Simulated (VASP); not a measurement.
Set up this calculation in VASP 6.6.1, as the native input.

| Property | Result |
| --- | --- |
| Task | single point |
| Functional | PBE |
| Potentials or basis | VASP PAW PBE potentials, release 64 (Ga_d) |
| Cutoff | 520 eV |
| k mesh | 15 × 15 × 15 |
| Occupations | fermi-dirac, width 0.1099 eV |
| Spin | no spin polarisation |
| Dipole correction | no |
| Further INCAR settings | ALGO = Normal; EDIFF = 1e-07; NBANDS = 12 |

The structure of Ga lies in POSCAR:

```
Ga
1.0
    0.0000000000      2.8711000000      0.0000000000
    2.8711000000      0.0000000000      0.0000000000
    1.4355500000      1.4355500000     -2.1844650000
Ga
1
Direct
    0.0000000000      0.0000000000      0.0000000000
```

These files were run (other wordings do the same):

INCAR

```
SYSTEM = Ga
PREC = Accurate ; ENCUT = 520
EDIFF = 1E-7 ; ISMEAR = -1
SIGMA = 0.1099 ; LREAL = .False.
LASPH = .True. ; NELM = 60
ALGO = Normal ; ISIF = 2
LWAVE = .False. ; LCHARG = .True.
GGA = PE ; LELF = .True.
LVHAR = .True. ; NBANDS = 12
```

KPOINTS

```
regular mesh
0
Gamma
  15 15 15
  0 0 0
```

Potentials or basis: VASP PAW PBE potentials, release 64 (Ga_d).

The run is started by

```bash
$ cat potpaw_PBE.64/Ga_d/POTCAR > POTCAR
$ mpirun -np 1 vasp_std > vasp.out
```

It gave:

```json
{"Pressure": "2.9 GPa"}
```

Wall time 77 s on 1 thread of Intel Xeon 8259CL, with other jobs on the host, peak memory 0.18 GiB.
